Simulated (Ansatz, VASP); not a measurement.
## CuI: VASP beside Ansatz

POSCAR

```
CuI
1.0
    0.0000000000      3.1502956744      3.0120429050
    3.1502956744      0.0000000000      3.0120429050
    3.1502956744      3.1502956744      0.0000000000
Cu I
1 1
Direct
    0.2500000000      0.2500000000      0.2500000000
    0.0000000000      0.0000000000      0.0000000000
```

The input INCAR.step1:

```
PREC     = Accurate       # precision mode
ENCUT    = 520            # plane-wave cutoff, eV
ISMEAR   = 0              # smearing method
SIGMA    = 0.01           # smearing width, eV
LREAL    = F              # projectors in reciprocal space
LASPH    = T              # aspherical terms in the spheres
NELM     = 100            # most SCF steps
NBANDS   = 16             # bands
GGA      = PE             # functional
ALGO     = Normal         # electronic algorithm
EDIFF    = 1E-4           # SCF threshold, eV
LWAVE    = T              # write WAVECAR
LCHARG   = F              # write CHGCAR
```

The input INCAR.step2:

```
PREC     = Accurate       # precision mode
ENCUT    = 520            # plane-wave cutoff, eV
EDIFF    = 1E-6           # SCF threshold, eV
ISMEAR   = 0              # smearing method
SIGMA    = 0.01           # smearing width, eV
LREAL    = F              # projectors in reciprocal space
LASPH    = T              # aspherical terms in the spheres
NELM     = 100            # most SCF steps
ALGO     = Normal         # electronic algorithm
ISIF     = 2              # what is computed and relaxed
LWAVE    = F              # write WAVECAR
LCHARG   = T              # write CHGCAR
METAGGA  = R2SCAN         # meta-GGA
LMIXTAU  = T            
LELF     = T              # ELF
LVHAR    = T            
NBANDS   = 16             # bands
ISTART   = 1
```

File KPOINTS:

```
Automatic mesh
0
Gamma
  8 8 8
```

Input for Ansatz:

```yaml
crystal:
  lattice:
    - [0.0, 3.1502956744, 3.012042905]
    - [3.1502956744, 0.0, 3.012042905]
    - [3.1502956744, 3.1502956744, 0.0]
  atoms:
    - { symbol: Cu, position: [0.25, 0.25, 0.25] }
    - { symbol: I, position: [0.0, 0.0, 0.0] }
kpoints:
  mp_grid: { grid: [8, 8, 8] }
  band_path:
    path:
      - [0.0, 0.0, 0.0]
      - [-0.5, -0.5, 0.0]
      - [-0.375, -0.375, 0.25]
      - [-0.375, 0.0, 0.375]
      - [0.0, 0.0, 0.5]
      - [-0.5, -0.25, 0.25]
    npoints: 1
hamiltonian:
  xc: r2scan
scf:
  occupations: { method: fixed }
  n_extra_bands: 4
output:
  forces: true
  stress: true
  eigenvalues: true
```

Change from the starting cell: biaxial_xy strain +4.6%.

Alike in both runs: task single point; functional r2SCAN; k mesh 8 × 8 × 8; no spin polarisation.

|  | VASP | Ansatz |
| --- | --- | --- |
| version | VASP 6.6.1 | Ansatz 0.2.0 |
| potentials or method | VASP PAW PBE potentials, release 64 (Cu, I) | plane waves, PAW |
| plane-wave cutoff (eV) | 520 | 500 |
| occupations | gaussian, width 0.01 eV | fixed |
| valence electrons in the cell | 18 | 36 |

```tsv
	VASP	Ansatz	Ansatz less VASP
gap on the k mesh at the Fermi level (eV)	1.39	1.39	0.000
pressure (GPa)	-3.1	-3.1	-0.04
traceless stress, the component that is largest in VASP (GPa)	0.53	0.53	-0.005
```

VASP's potentials were made for PBE, not for r2SCAN. VASP's potentials hold 18 valence electrons a cell and Ansatz's 36, so a difference there can come from the potentials and not from the codes.

Neither program's run includes spin-orbit coupling.
